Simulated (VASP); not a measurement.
The system is Ti13Be3.

```xyz
16
Lattice="6.1453 0.1157 -0.0248 0.1157 6.2830 -0.1350 -0.0248 -0.1350 6.3427" Properties=species:S:1:pos:R:3 pbc="T T T"
Ti    2.0906    0.9732    0.6345
Ti    3.6314    0.0084    5.1846
Ti    2.1115    1.3393    3.4283
Ti    3.7469    5.6199    1.7823
Ti    5.5097    4.6640    6.2790
Ti    2.1496    4.4785    3.7562
Ti    3.5762    3.0959    1.8167
Ti    5.3582    1.3433    0.5830
Ti    0.7882    3.1927    1.6187
Ti    3.6246    2.9050    5.2849
Ti    0.9223    2.6203    5.2482
Ti    5.3118    1.4831    3.5994
Ti    5.3701    4.6334    3.5582
Be    1.9606    4.7489   -0.1286
Be    0.7644    6.1211    4.9465
Be    0.7707    5.7225    1.9215
```

Base run:

```yaml
Program: VASP 6.6.1
Functional: PBE
Potentials_or_basis: VASP PAW PBE potentials, release 64 (Ti_sv, Be)
Cutoff: 400 eV
k_mesh: 1 × 1 × 1, shifted
Occupations: fermi-dirac, width 0.05 eV
Spin: no spin polarisation
```

Its results: pressure 2.4 GPa; largest force 1.166 eV/Å.

Problem. The run is repeated on the same cell with these changes: cutoff from 400 eV to 520 eV; further incar settings from LREAL = Auto; ALGO = Normal; EDIFF = 1e-06; NBANDS = 95; ISYM = -1 to LREAL = Auto; ALGO = Normal; EDIFF = 1e-06; NBANDS = 95; ISYM = 0. What comes out?

Solution. Pressure 3.1 GPa; largest force 1.155 eV/Å.

Caveats: some runs use coarse meshes; the atoms stand as in a frame of molecular dynamics.
